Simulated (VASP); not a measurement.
GeSb2Te4, 7 atoms in the cell. It takes space group R3m (No. 160, trigonal). Conventional cell: a = 4.298 Å, b = 4.298 Å, c = 45.391 Å, α = 90.00°, β = 90.00°, γ = 120.00°. Within 3.8 Å of Ge (site symmetry 3m) lie 3 Te at 2.85 Å. Within 4.0 Å of Sb (site symmetry 3m) lie 6 Te at 3.01 to 3.22 Å. Sb (site symmetry 3m) has 6 Te at 3.03 to 3.17 Å within 4.0 Å. Te (site symmetry 3m) has 3 Ge at 2.85 Å and 3 Te at 3.92 Å within 4.0 Å. Within 4.0 Å of Te (site symmetry 3m) lie 3 Sb at 3.01 Å and 3 Te at 3.92 Å. Within 4.6 Å of Te (site symmetry 3m) lie 6 Sb at 3.17 to 3.22 Å and 12 Te at 4.30 to 4.50 Å. Te (site symmetry 3m) has 3 Sb at 3.03 Å and 3 Ge at 4.05 Å within 4.1 Å.  This cell differs from its parent crystal: the distance across one plane changed.

- Program: VASP 6.6.1
- Task: single point
- Functional: PBE
- Potentials or basis: VASP PAW PBE potentials, release 64 (Ge_d, Sb, Te)
- Cutoff: 520 eV
- k mesh: 9 × 9 × 3
- Occupations: gaussian, width 0.03 eV
- Spin: no spin polarisation
- Dipole correction: no
- Further INCAR settings: ALGO = Normal; EDIFF = 1e-06; NBANDS = 33; ISYM = 0

Potentials or basis: VASP PAW PBE potentials, release 64 (Ge_d, Sb, Te).

Command:

```bash
$ cat potpaw_PBE.64/Ge_d/POTCAR potpaw_PBE.64/Sb/POTCAR potpaw_PBE.64/Te/POTCAR > POTCAR
$ mpirun -np 1 vasp_std > vasp.out
```

Hardware: 1 thread of Oxide Virtual Turin-like Processor, with other jobs on the host.

Task: How long does it take, and how much memory?

Result: Wall time 12 min on 1 thread of Oxide Virtual Turin-like Processor (shared host), peak memory 0.94 GiB. Counts: scf iterations 16, k points 122.
